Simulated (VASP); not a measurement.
## KMgF3: single point with PBE

The system is KMgF3.

```
K Mg F
1.0
     4.05419    0.00000    0.00000
     0.00000    4.05419    0.00000
     0.00000    0.00000    4.05419
K Mg F
1 1 3
Cartesian
  2.0271 2.0271 2.0271
  0.0000 0.0000 0.0000
  2.0271 0.0000 0.0000
  0.0000 2.0271 0.0000
  0.0000 0.0000 2.0271
```

| Quantity | Value |
| --- | --- |
| Program | VASP 6.6.1 |
| Task | single point |
| Functional | PBE |
| Potentials or basis | VASP PAW PBE potentials, release 64 (K_sv, Mg, F) |
| Cutoff | 520 eV |
| k mesh | 6 × 6 × 6 |
| Occupations | gaussian, width 0.02 eV |
| Spin | no spin polarisation |

```json
{"Pressure": "-0.4 GPa", "Band gap on the k mesh": "6.93 eV, indirect (least direct gap 7.25 eV)"}
```

Levels at points of the mesh, in eV from the valence-band top:
| k point | band 12 | band 13 | band 14 | band 15 | band 16 | band 17 | band 18 | band 19 | band 20 | band 21 |
| --- | --- | --- | --- | --- | --- | --- | --- | --- | --- | --- |
| (0.00, 0.00, 0.00) | -0.58 | -0.58 | -0.32 | -0.32 | -0.32 | 6.93 | 10.01 | 10.01 | 12.10 | 12.10 |
| (0.50, 0.00, 0.00) | -0.80 | -0.80 | -0.79 | -0.50 | -0.50 | 9.80 | 9.93 | 10.98 | 12.57 | 12.57 |
| (0.50, 0.50, 0.00) | -0.95 | -0.95 | -0.85 | -0.85 | -0.02 | 10.61 | 11.44 | 12.16 | 12.16 | 12.61 |
| (0.50, 0.50, 0.50) | -1.07 | -1.07 | 0.00 | 0.00 | 0.00 | 10.24 | 10.24 | 10.24 | 13.56 | 13.85 |

It took 17 s on 1 thread of Intel(R) Xeon(R) Platinum 8488C (Sapphire Rapids) (shared host), peak memory 0.18 GiB.

A k mesh can miss the band edges. PBE gaps usually lie below the measured ones, often by a third to a half.
